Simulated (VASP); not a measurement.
Write the native input for VASP 6.6.1 that does the following.

```yaml
Task: relaxation of cell and atoms
Functional: BLYP
Potentials_or_basis: VASP PAW PBE potentials, release 64 (Ta_pv, N)
Cutoff: 600 eV
k_mesh: 8 × 8 × 7
Occupations: methfessel-paxton, width 0.001 eV
Spin: non-collinear spin, zero start, spin-orbit coupling
Starting_moments: "[[0.0, 0.0, 0.0], [0.0, 0.0, 0.0]] μB"
Dipole_correction: no
Further_INCAR_settings: ALGO = Normal; EDIFF = 1e-07; IBRION = 2; EDIFFG = -0.005; NSW = 80; ISIF = 3
```

The structure of TaN lies in POSCAR:

```
TaN
1.0
    2.9380000000      0.0000000000      0.0000000000
   -1.4690000000      2.5443826363      0.0000000000
    0.0000000000      0.0000000000      2.8830000000
Ta N
1 1
Direct
    0.0000000000      0.0000000000      0.5000000000
    0.6666666667      0.3333333333      0.0000000000
```

The input as run:

INCAR

```
SYSTEM = TaN
AGGAC = 1.0
AGGAX = 1.0
ALDAC = 0.0
ALDAX = 1.0
ALGO = Normal
EDIFF = 1E-7
EDIFFG = -0.005
ENCUT = 600
GGA = B5
GGA_COMPAT = .False.
IBRION = 2
ISIF = 3
ISMEAR = 1
LASPH = .True.
LCHARG = .False.
LMAXMIX = 4
LNONCOLLINEAR = .True.
LORBIT = 11
LORBMOM = .True.
LREAL = .False.
LSORBIT = .True.
LWAVE = .False.
MAGMOM = 0 0 0 0 0 0
NELM = 150
NSW = 80
PREC = Accurate
SIGMA = 0.001
```

KPOINTS

```
k-points
0
Gamma
  8 8 7
  0 0 0
```

Potentials or basis: VASP PAW PBE potentials, release 64 (Ta_pv, N).

Launch:

```sh
$ cat potpaw_PBE.64/Ta_pv/POTCAR potpaw_PBE.64/N/POTCAR > POTCAR
$ mpirun -np 1 vasp_ncl > vasp.out
```

It gave:

* Relaxed volume: 11.36 Å³/atom
* Relaxed cell: a = 2.991 Å, b = 2.991 Å, c = 2.934 Å, α = 90.00°, β = 90.00°, γ = 120.00°
* Space group after relaxing (to 0.1 Å): P-6m2 (No. 187)
* Energy gained by relaxing: 31.9 meV/atom
* Ionic steps: 10
* Pressure after relaxing: 0.0 GPa
* Net moment: 0.00 μB per cell
* Valence electrons inside the program's atomic spheres: Ta 8.90; N 3.73

Caveat: the PAW data sets were made with another functional, which shifts forces and pressure a little.

Run time: 3.7 min on 1 thread of Intel(R) Xeon(R) 6975P-C (Granite Rapids), on a shared host, peak memory 0.24 GiB.
